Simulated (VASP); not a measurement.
# NaGeF3 in VASP: a series of runs, part 2 of 2

VASP 6.6.1. The steps go on from the part before.

## 4. Single point, PBE (uniaxial x strain -4.0%)

The input, INCAR:

```
SYSTEM = NaGeF3
ALGO     = Normal         ! electronic algorithm
EDIFF    = 1E-6           ! SCF threshold, eV
ENCUT    = 520            ! plane-wave cutoff, eV
GGA      = PE             ! functional
ISIF     = 2              ! what is computed and relaxed
ISMEAR   = -1             ! smearing method
LASPH    = .TRUE.         ! aspherical terms in the spheres
LCHARG   = .TRUE.         ! write CHGCAR
LELF     = .TRUE.         ! ELF
LREAL    = .FALSE.        ! projectors in reciprocal space
LVHAR    = .TRUE.       
LWAVE    = .FALSE.        ! write WAVECAR
NBANDS   = 29             ! bands
NELM     = 80             ! most SCF steps
PREC     = Accurate       ! precision mode
SIGMA    = 0.02           ! smearing width, eV
```

The input, KPOINTS:

```
k-points
0
G
  6 6 6
  0 0 0
```

The input, POSCAR:

```
NaGeF3
1.0
    4.1737373760      0.0000000000      0.0000000000
    0.0000000000      4.3476431000      0.0000000000
    0.0000000000      0.0000000000      4.3476431000
Na Ge F
1 1 3
Direct
    0.0000000000      0.0000000000      0.0000000000
    0.5000000000      0.5000000000      0.5000000000
    0.5000000000      0.5000000000      0.0000000000
    0.5000000000      0.0000000000      0.5000000000
    0.0000000000      0.5000000000      0.5000000000
```

Potentials or basis: VASP PAW PBE potentials, release 64 (Na_pv, Ge_d, F).

Command:

```bash
cat potpaw_PBE.64/Na_pv/POTCAR potpaw_PBE.64/Ge_d/POTCAR potpaw_PBE.64/F/POTCAR > POTCAR
mpirun -np 1 vasp_std > vasp.out
```

OUTCAR:

```text
SYSTEM = NaGeF3
   EDIFF = 1E-6
   ENCUT = 520
   GGA = PE
   ISIF = 2
   ISMEAR = -1
   LASPH = .TRUE.
   LREAL = .FALSE.
   NELM = 80
   PREC = Accurate

 ion  position               nearest neighbor table
   1  0.000  0.000  0.000-
   2  0.500  0.500  0.500-   5 2.09   5 2.09   3 2.17   3 2.17   4 2.17   4 2.17
   3  0.500  0.500  0.000-   2 2.17   2 2.17
   4  0.500  0.000  0.500-   2 2.17   2 2.17
   5  0.000  0.500  0.500-   2 2.09   2 2.09

  LATTYP: Found a simple tetragonal cell.
 ALAT       =     4.3476431000
 C/A-ratio  =     0.9600000000

  Lattice vectors:

 A1 = (   0.0000000000,   4.3476431000,   0.0000000000)
 A2 = (   0.0000000000,   0.0000000000,   4.3476431000)
 A3 = (   4.1737373760,   0.0000000000,   0.0000000000)

Analysis of symmetry for initial positions (statically):
=====================================================================
 Subroutine PRICEL returns:
 Original cell was already a primitive cell.

 Routine SETGRP: Setting up the symmetry group for a
 simple tetragonal supercell.

 Subroutine GETGRP returns: Found 16 space group operations
 (whereof 16 operations were pure point group operations)
 out of a pool of 16 trial point group operations.

The static configuration has the point symmetry D_4h.

Analysis of symmetry for dynamics (positions and initial velocities):
=====================================================================
 Subroutine PRICEL returns:
 Original cell was already a primitive cell.

 Routine SETGRP: Setting up the symmetry group for a
 simple tetragonal supercell.

 Subroutine GETGRP returns: Found 16 space group operations
 (whereof 16 operations were pure point group operations)
 out of a pool of 16 trial point group operations.

The dynamic configuration has the point symmetry D_4h.

 Subroutine INISYM returns: Found 16 space group operations
 (whereof 16 operations are pure point group operations),
 and found     1 'primitive' translations

[... 114 lines left out ...]
   EFERMI =   0.00;   METHOD = LEGACY
   ISMEAR =    -1;   SIGMA  =   0.02  broadening in eV -4-tet -1-fermi 0-gaus
   EFERMI_NEDOS =   21; number of points for ismear=-14 and -15
   IALGO  =     38    algorithm
   IMIX   =      4    mixing-type and parameters
     AMIX     =   0.40;   BMIX     =  1.00
     AMIX_MAG =   1.60;   BMIX_MAG =  1.00
  volume/ion in A,a.u.               =      15.78       106.48
  Fermi-wavevector in a.u.,A,eV,Ry     =   1.326825  2.507336 23.952573  1.760464
  Thomas-Fermi vector in A             =   2.456183
   LORBIT       =      0    0 simple, 1 ext, 2 COOP (PROOUT), +10 PAW based schemes
   GGA     = PE    functional components
   LHFCALC =     F    Hartree Fock is set to
   AEXX    =    0.0000 exact exchange contribution
   IVDW    =     0    specifies the selected vdW correction
   LEPSILON=     F    determine dielectric tensor
   LRPA    =     F    only Hartree local field effects (RPA)
 non-spin polarized calculation
  energy-cutoff  :      520.00
  volume of cell :       78.89
 maximum number of plane-waves:      2184
 NGX is ok and might be reduce to    32
   NGX = 15   NGY = 17   NGZ = 17

 number of electron      41.9999982 magnetization

 Free energy of the ion-electron system (eV)
  ---------------------------------------------------
  ext. energy  EPLUGINS =         0.00000000
  ---------------------------------------------------
  free energy    TOTEN  =       -21.95893410 eV

  energy without entropy =      -21.95893410  energy(sigma->0) =      -21.95893410

 E-fermi :   4.0155     XC(G=0):  -8.6719

 val. band max:        3.5365954871   @ k =   0.5000   0.5000   0.5000
 cond. band min:       4.5185337948   @ k =   0.0000   0.0000   0.0000
 fundamental gap:      0.9819383077
 Fermi energy:         4.0155304703

 k-point     1 :       0.0000    0.0000    0.0000
  band No.  band energies     occupation
      1     -22.7385      2.00000
      2     -22.7385      2.00000
      3     -22.7352      2.00000
      4     -22.7042      2.00000
      5     -22.5115      2.00000
      6     -22.2062      2.00000
[... 757 lines left out ...]
     28      10.9058      0.00000
     29      13.1964      0.00000

 [... further k-points ...]
[... 5 lines left out ...]
  --------------------------------------------------------------------------------------
  -------------------------------------------------------------------------------------
  Total        3.7326702      1.6639545      1.6639545      0.0000000      0.0000000      0.0000000
  in kB       75.8049063     33.7924071     33.7924071      0.0000000      0.0000000      0.0000000
  external PRESSURE =      47.7965735 kB  Pullay stress =       0.0000000 kB

 VOLUME and BASIS-vectors are now :
 -----------------------------------------------------------------------------
  energy-cutoff  :      520.00
  volume of cell :       78.89
      direct lattice vectors                 reciprocal lattice vectors
     4.173737376  0.000000000  0.000000000     0.239593417  0.000000000  0.000000000
     0.000000000  4.347643100  0.000000000     0.000000000  0.230009680  0.000000000
     0.000000000  0.000000000  4.347643100     0.000000000  0.000000000  0.230009680

 POSITION                                       TOTAL-FORCE (eV/Angst)
 -----------------------------------------------------------------------------------
      0.00000      0.00000      0.00000         0.000000      0.000000      0.000000
      2.08687      2.17382      2.17382         0.000000      0.000000      0.000000
      2.08687      2.17382      0.00000         0.000000      0.000000      0.000000
      2.08687      0.00000      2.17382         0.000000      0.000000      0.000000
      0.00000      2.17382      2.17382         0.000000      0.000000      0.000000
 -----------------------------------------------------------------------------------
    total drift:                                0.000000     -0.000000     -0.000000

  FREE ENERGIE OF THE ION-ELECTRON SYSTEM (eV)
  ---------------------------------------------------
  free  energy   TOTEN  =       -21.9589340965 eV

  energy  without entropy=      -21.9589340965  energy(sigma->0) =      -21.95893410
```

Wall time 23 s (1 thread of Intel Xeon 6975P-C (Granite Rapids), shared host); peak memory 0.22 GiB.

What came out:

```
Free energy            : -21.9589 eV
Pressure               : 4.8 GPa
Band gap on the k mesh : 0.98 eV, indirect (least direct gap 1.57 eV)
```

Levels at points of the mesh, in eV from the valence-band top:
| k point | band 18 | band 19 | band 20 | band 21 | band 22 | band 23 | band 24 | band 25 |
| --- | --- | --- | --- | --- | --- | --- | --- | --- |
| (0.00, 0.00, 0.00) | -5.98 | -5.95 | -5.95 | -5.91 | 0.98 | 5.26 | 5.26 | 5.98 |
| (0.50, 0.00, 0.00) | -6.06 | -5.94 | -5.94 | -2.92 | 1.64 | 4.23 | 5.02 | 5.02 |
| (0.00, 0.50, 0.00) | -6.13 | -6.11 | -5.94 | -3.17 | 1.36 | 4.25 | 4.72 | 5.07 |
| (0.50, 0.50, 0.00) | -6.38 | -6.16 | -5.59 | -1.34 | 1.81 | 2.19 | 3.49 | 4.72 |
| (0.00, 0.50, 0.50) | -6.12 | -6.12 | -5.53 | -1.57 | 1.85 | 1.85 | 3.34 | 5.54 |
| (0.50, 0.50, 0.50) | -5.58 | -5.58 | -5.53 | 0.00 | 1.57 | 1.57 | 2.00 | 3.57 |

Caveat: the cell differs from its parent crystal (uniaxial x strain -4.0%).

## 5. The runs side by side

```csv
level,cell,smearing,gap on the mesh (eV),pressure (GPa)
r2SCAN,"a = 4.348 Å, 5 atoms",gaussian 0.01 eV,1.69,-0.2
r2SCAN,"a = 4.565 Å, 5 atoms",gaussian 0.01 eV,2.68,-6.2
PBE,"a = 4.174, b = 4.348, c = 4.348 Å, 5 atoms",fermi-dirac 0.02 eV,0.98,4.8
```

Alike in all rows: task single point; potentials or basis VASP PAW PBE potentials, release 64 (Na_pv, Ge_d, F); no spin polarisation; k mesh 6 × 6 × 6; cutoff (eV) 520.

Caveats: the PAW data sets were made with another functional, which shifts forces and pressure a little (some runs).

Absolute energies hang on the potentials; compare differences alone.
